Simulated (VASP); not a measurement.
# InSb (F-43m) in VASP: a series of runs, part 2 of 2

VASP 6.6.1. Earlier steps stand in the parts before.

## (3) Single point, r2SCAN (strain +1.4%)

The input, POSCAR:

```
InSb
1.0
    0.0000000000      3.3264100441      3.3264100441
    3.3264100441      0.0000000000      3.3264100441
    3.3264100441      3.3264100441      0.0000000000
In Sb
1 1
Direct
    0.0000000000      0.0000000000      0.0000000000
    0.2500000000      0.2500000000      0.2500000000
```

The input, INCAR.step1:

```
SYSTEM = InSb
ALGO = Normal
EDIFF = 1E-4
ENCUT = 520
GGA = PE
ISMEAR = -1
LASPH = .True.
LCHARG = .False.
LREAL = .False.
LWAVE = .True.
NBANDS = 16
NELM = 60
PREC = Accurate
SIGMA = 0.02
```

The input, INCAR.step2:

```
SYSTEM = InSb
ALGO = Normal
EDIFF = 1E-6
ENCUT = 520
ISIF = 2
ISMEAR = -1
ISTART = 1
LASPH = .True.
LCHARG = .True.
LELF = .True.
LMIXTAU = .True.
LREAL = .False.
LVHAR = .True.
LWAVE = .False.
METAGGA = R2SCAN
NBANDS = 16
NELM = 60
PREC = Accurate
SIGMA = 0.02
```

The input, KPOINTS:

```
k-points
0
Gamma
  6 6 6
  0 0 0
```

Potentials or basis: VASP PAW PBE potentials, release 64 (In_d, Sb).

On the command line:

```bash
$ cat potpaw_PBE.64/In_d/POTCAR potpaw_PBE.64/Sb/POTCAR > POTCAR
$ cp INCAR.step1 INCAR
$ mpirun -np 1 vasp_std > vasp.out
$ cp INCAR.step2 INCAR
$ mpirun -np 1 vasp_std > vasp.out
```

OUTCAR:

```text
SYSTEM = InSb
   EDIFF = 1E-6
   ENCUT = 520
   ISIF = 2
   ISMEAR = -1
   ISTART = 1
   LASPH = .True.
   LREAL = .False.
   METAGGA = R2SCAN
   NELM = 60
   PREC = Accurate

 ion  position               nearest neighbor table
   1  0.000  0.000  0.000-   2 2.88   2 2.88   2 2.88   2 2.88
   2  0.250  0.250  0.250-   1 2.88   1 2.88   1 2.88   1 2.88

  LATTYP: Found a face centered cubic cell.
 ALAT       =     6.6528200882

  Lattice vectors:

 A1 = (   0.0000000000,   3.3264100441,   3.3264100441)
 A2 = (   3.3264100441,   0.0000000000,   3.3264100441)
 A3 = (   3.3264100441,   3.3264100441,   0.0000000000)

Analysis of symmetry for initial positions (statically):
=====================================================================
 Subroutine PRICEL returns:
 Original cell was already a primitive cell.

 Routine SETGRP: Setting up the symmetry group for a
 face centered cubic supercell.

 Subroutine GETGRP returns: Found 24 space group operations
 (whereof 24 operations were pure point group operations)
 out of a pool of 48 trial point group operations.

The static configuration has the point symmetry T_d .

Analysis of symmetry for dynamics (positions and initial velocities):
=====================================================================
 Subroutine PRICEL returns:
 Original cell was already a primitive cell.

 Routine SETGRP: Setting up the symmetry group for a
 face centered cubic supercell.

 Subroutine GETGRP returns: Found 24 space group operations
 (whereof 24 operations were pure point group operations)
 out of a pool of 48 trial point group operations.

The dynamic configuration has the point symmetry T_d .

 Subroutine INISYM returns: Found 24 space group operations
 (whereof 24 operations are pure point group operations),
 and found     1 'primitive' translations

----------------------------------------------------------------------------------------

                                     Primitive cell

[... 98 lines left out ...]
   IALGO  =     38    algorithm
   IMIX   =      4    mixing-type and parameters
     AMIX     =   0.40;   BMIX     =  1.00
     AMIX_MAG =   1.60;   BMIX_MAG =  1.00
  volume/ion in A,a.u.               =      36.81       248.38
  Fermi-wavevector in a.u.,A,eV,Ry     =   1.023717  1.934544 14.258856  1.047996
  Thomas-Fermi vector in A             =   2.157465
   LORBIT       =      0    0 simple, 1 ext, 2 COOP (PROOUT), +10 PAW based schemes
   METAGGA = R2SCAN    functional components
   LHFCALC =     F    Hartree Fock is set to
   AEXX    =    0.0000 exact exchange contribution
   IVDW    =     0    specifies the selected vdW correction
   LEPSILON=     F    determine dielectric tensor
   LRPA    =     F    only Hartree local field effects (RPA)
 non-spin polarized calculation
  energy-cutoff  :      520.00
  volume of cell :       73.61
 maximum number of plane-waves:      2012
   NGX = 17   NGY = 17   NGZ = 17

 number of electron      18.0000008 magnetization

 Free energy of the ion-electron system (eV)
  ---------------------------------------------------
  ext. energy  EPLUGINS =         0.00000000
  ---------------------------------------------------
  free energy    TOTEN  =       -48.73274597 eV

  energy without entropy =      -48.73239234  energy(sigma->0) =      -48.73256915

 E-fermi :   4.1296     XC(G=0):  -8.8877

 val. band max:        4.1157837760   @ k =   0.0000   0.0000   0.0000
 cond. band min:       4.7956100481   @ k =   0.5000   0.0000   0.0000
 fundamental gap:      0.6798262721
 Fermi energy:         4.1296458478

 k-point     1 :       0.0000    0.0000    0.0000
  band No.  band energies     occupation
      1     -10.8364      2.00000
      2     -10.8364      2.00000
      3     -10.8364      2.00000
      4     -10.7570      2.00000
      5     -10.7570      2.00000
      6      -6.5090      2.00000
[... 281 lines left out ...]
      3     -10.8018      2.00000
      4     -10.7665      2.00000
      5     -10.7526      2.00000
      6      -4.6837      2.00000
[... 8 lines left out ...]
     15      14.0233      0.00000
     16      14.8487      0.00000

------------------------ aborting loop because EDIFF is reached ----------------------------------------

  FORCE on cell =-STRESS in cart. coord.  units (eV):
  Direction    XX          YY          ZZ          XY          YZ          ZX
  --------------------------------------------------------------------------------------
  -------------------------------------------------------------------------------------
  Total       -0.7586269     -0.7586269     -0.7586269      0.0000000      0.0000000      0.0000000
  in kB      -16.5113074    -16.5113074    -16.5113074      0.0000000      0.0000000      0.0000000
  external PRESSURE =     -16.5113074 kB  Pullay stress =       0.0000000 kB

 VOLUME and BASIS-vectors are now :
 -----------------------------------------------------------------------------
  energy-cutoff  :      520.00
  volume of cell :       73.61
      direct lattice vectors                 reciprocal lattice vectors
     0.000000000  3.326410044  3.326410044    -0.150312196  0.150312196  0.150312196
     3.326410044  0.000000000  3.326410044     0.150312196 -0.150312196  0.150312196
     3.326410044  3.326410044  0.000000000     0.150312196  0.150312196 -0.150312196

 POSITION                                       TOTAL-FORCE (eV/Angst)
 -----------------------------------------------------------------------------------
      0.00000      0.00000      0.00000         0.000000      0.000000     -0.000000
      1.66321      1.66321      1.66321        -0.000000     -0.000000      0.000000
 -----------------------------------------------------------------------------------
    total drift:                               -0.000002     -0.000002     -0.000002

  FREE ENERGIE OF THE ION-ELECTRON SYSTEM (eV)
  ---------------------------------------------------
  free  energy   TOTEN  =       -48.7327459695 eV

  energy  without entropy=      -48.7323923371  energy(sigma->0) =      -48.73256915
```

OSZICAR.step1:

```text
N       E                     dE             d eps       ncg     rms          rms(c)
DAV:   1     0.113676962486E+03    0.11368E+03   -0.77137E+03   512   0.110E+03
DAV:   2     0.431744363726E+00   -0.11325E+03   -0.10975E+03   584   0.274E+02
DAV:   3    -0.681223514230E+01   -0.72440E+01   -0.72206E+01   648   0.733E+01
DAV:   4    -0.701880344164E+01   -0.20657E+00   -0.20654E+00   672   0.141E+01
DAV:   5    -0.703051344757E+01   -0.11710E-01   -0.11710E-01   736   0.276E+00    0.369E+00
DAV:   6    -0.693998801613E+01    0.90525E-01   -0.15221E-01   760   0.560E+00    0.214E+00
DAV:   7    -0.693006042482E+01    0.99276E-02   -0.61062E-02   688   0.215E+00    0.587E-01
DAV:   8    -0.693136073831E+01   -0.13003E-02   -0.70189E-03   656   0.917E-01    0.216E-01
DAV:   9    -0.693208563798E+01   -0.72490E-03   -0.99443E-04   624   0.265E-01    0.726E-02
DAV:  10    -0.693213046262E+01   -0.44825E-04   -0.40391E-05   512   0.455E-02
   1 F= -.69321305E+01 E0= -.69319536E+01  d E =-.353630E-03
```

Wall time 2.2 min (1 thread of Intel Xeon 8259CL, shared host); peak memory 0.23 GiB.

What came out:

- Free energy: -48.7327 eV
- Pressure: -1.7 GPa
- Band gap on the k mesh: zero (filled and empty bands touch)

Levels at points of the mesh, in eV from the Fermi level:
| k point | band 5 | band 6 | band 7 | band 8 | band 9 | band 10 | band 11 | band 12 | band 13 | band 14 |
| --- | --- | --- | --- | --- | --- | --- | --- | --- | --- | --- |
| (0.00, 0.00, 0.00) | -14.89 | -10.64 | -0.26 | -0.01 | -0.01 | -0.01 | 3.21 | 3.21 | 3.21 | 6.06 |
| (0.50, 0.00, 0.00) | -14.89 | -9.39 | -5.42 | -0.94 | -0.94 | 0.67 | 4.07 | 4.07 | 6.45 | 8.38 |
| (0.50, 0.50, 0.00) | -14.88 | -8.83 | -5.75 | -2.11 | -2.11 | 1.56 | 1.68 | 8.23 | 8.23 | 8.88 |

Caveat: the cell differs from its parent crystal (strain +1.4%); semilocal functionals underestimate gaps, so a narrow gap can read as zero; the PAW data sets were made with another functional, which shifts forces and pressure a little; spin-orbit coupling is left out, which moves the levels of the heavy elements.

## (4) Single point, HSE06 (strain +1.4%)

POSCAR is that of step 3.

The input, INCAR.step1:

```
SYSTEM = InSb
ALGO = Normal
EDIFF = 1E-5
ENCUT = 520
GGA = PE
ISIF = 2
ISMEAR = -1
LASPH = .TRUE.
LREAL = .FALSE.
LWAVE = .TRUE.
NBANDS = 16
NELM = 100
PREC = Accurate
SIGMA = 0.02
```

The input, INCAR.step2:

```
SYSTEM = InSb
ALGO = Normal
EDIFF = 1E-6
ENCUT = 520
GGA = PE
HFSCREEN = 0.2079
ISIF = 2
ISMEAR = -1
ISTART = 1
LASPH = .TRUE.
LCHARG = .TRUE.
LELF = .TRUE.
LHFCALC = .TRUE.
LREAL = .FALSE.
LVHAR = .TRUE.
LWAVE = .FALSE.
NBANDS = 16
NELM = 100
PREC = Accurate
PRECFOCK = Normal
SIGMA = 0.02
```

The input, KPOINTS:

```
k-points
0
G
  4 4 4
  0 0 0
```

On the command line:

```bash
$ cat potpaw_PBE.64/In_d/POTCAR potpaw_PBE.64/Sb/POTCAR > POTCAR
$ cp INCAR.step1 INCAR
$ mpirun -np 1 vasp_std > vasp.out
$ cp INCAR.step2 INCAR
$ mpirun -np 1 vasp_std > vasp.out
```

Wall time 24 min (1 thread of Intel Xeon 8259CL, shared host); peak memory 0.32 GiB.

Results (log left out):

```
Free energy            : -8.3132 eV
Pressure               : -1.8 GPa
Band gap on the k mesh : zero (filled and empty bands touch)
```

Levels at points of the mesh, in eV from the Fermi level:
```
           k point  band 7  band 8  band 9  band 10  band 11  band 12
(0.00, 0.00, 0.00)   -0.04   -0.02   -0.02    -0.02     3.61     3.61
(0.50, 0.00, 0.00)   -5.72   -0.99   -0.99     0.98     4.46     4.46
(0.50, 0.50, 0.00)   -6.07   -2.21   -2.21     1.91     1.99     8.74
```

Caveat: the k points lie up to 0.41 Å⁻¹ apart; the cell differs from its parent crystal (strain +1.4%); the PAW data sets were made with another functional, which shifts forces and pressure a little; spin-orbit coupling is left out, which moves the levels of the heavy elements.

## (5) Summary

```tsv
level	k mesh	grid for exact exchange (PRECFOCK)	share of exact exchange	screening parameter	gap on the mesh (eV)	pressure (GPa)
PBE	6 × 6 × 6	-	-	-	none	-0.3
r2SCAN	6 × 6 × 6	-	-	-	none	-1.7
HSE06	4 × 4 × 4	Normal	0.25	0.2079 1/Å	none	-1.8
```

Alike in all rows: task single point; potentials or basis VASP PAW PBE potentials, release 64 (In_d, Sb); no spin polarisation; cell as given; cutoff (eV) 520; smearing fermi-dirac 0.02 eV.

Caveats: some runs use coarse meshes; spin-orbit coupling is left out, which moves the levels of the heavy elements; semilocal functionals underestimate gaps, so a narrow gap can read as zero (at least some runs); the PAW data sets were made with another functional, which shifts forces and pressure a little (at least some runs).

Total energies depend on the potentials used, so only differences within one code and one set of settings carry meaning.
